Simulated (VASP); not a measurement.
The system is TePb (rocksalt type).

```
Pb Te
1.0
     0.00000    3.08538    3.08538
     3.08538    0.00000    3.08538
     3.08538    3.08538    0.00000
Pb Te
1 1
Cartesian
  0.0000 0.0000 0.0000
  3.0854 3.0854 3.0854
```

```yaml
Program: VASP 6.6.1
Task: relaxation of cell and atoms
Functional: r2SCAN
Potentials_or_basis: VASP PAW PBE potentials, release 64 (Pb_d, Te)
Cutoff: 600 eV
k_mesh: 12 × 12 × 12
Occupations: fermi-dirac, width 0.08 eV
Spin: no spin polarisation
```

At the start: pressure 10.6 GPa; volume 29.37 Å³/atom.

Problem. Where does the relaxation end?

Solution. Over 3 steps the energy falls by 156.2 meV/atom and the volume is 34.85 Å³/atom (+18.7 %); space group Fm-3m (No. 225, to 0.1 Å) before and after.

Step by step:
| step | energy change (eV) | largest force (eV/Å) | pressure (GPa) | volume (Å³) |
| --- | --- | --- | --- | --- |
| 1 | 0.0000 | 0.0000 | 10.65 | 58.74 |
| 2 | -0.2302 | 0.0000 | -3.33 | 76.95 |
| 3 | -0.3123 | 0.0000 | 0.02 | 69.70 |

Final structure:
```
Pb Te
1.0
     0.00000    3.26637    3.26637
     3.26637    0.00000    3.26637
     3.26637    3.26637    0.00000
Pb Te
1 1
Direct
  0.00000 0.00000 0.00000
  0.50000 0.50000 0.50000
```

Caveat: the volume moved by over 15 % at a fixed basis, so the end points are rough; the PAW data sets were made with another functional, which shifts forces and pressure a little.
